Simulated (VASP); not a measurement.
Here is a VASP 6.6.1 calculation.

File INCAR:

```
SYSTEM = Au
ALGO = Fast
EDIFF = 1E-7
ENCUT = 520
GGA = PS
ISIF = 2
ISMEAR = 0
LASPH = .TRUE.
LCHARG = .FALSE.
LREAL = .FALSE.
LWAVE = .FALSE.
NBANDS = 12
NELM = 100
PREC = Accurate
SIGMA = 0.15
```

KPOINTS

```
k-points
0
G
  20 20 20
  0 0 0
```

POSCAR

```
Au
1.0
   -1.6572690000      1.6572690000      1.6075509300
    1.6572690000     -1.6572690000      1.6075509300
    1.6572690000      1.6572690000     -1.6075509300
Au
1
Direct
    0.0000000000      0.0000000000      0.0000000000
```

Potentials or basis: VASP PAW PBE potentials, release 64 (Au).

Launch:

```bash
$ cat potpaw_PBE.64/Au/POTCAR > POTCAR
$ mpirun -np 1 vasp_std > vasp.out
```

(1) Estimate the pressure.

## Answers

(1) -5.8 GPa.

Caveat: the cell differs from its parent crystal (strain +0.000 along x and y, -0.030 along z); the PAW data sets were made with another functional, which shifts forces and pressure a little.
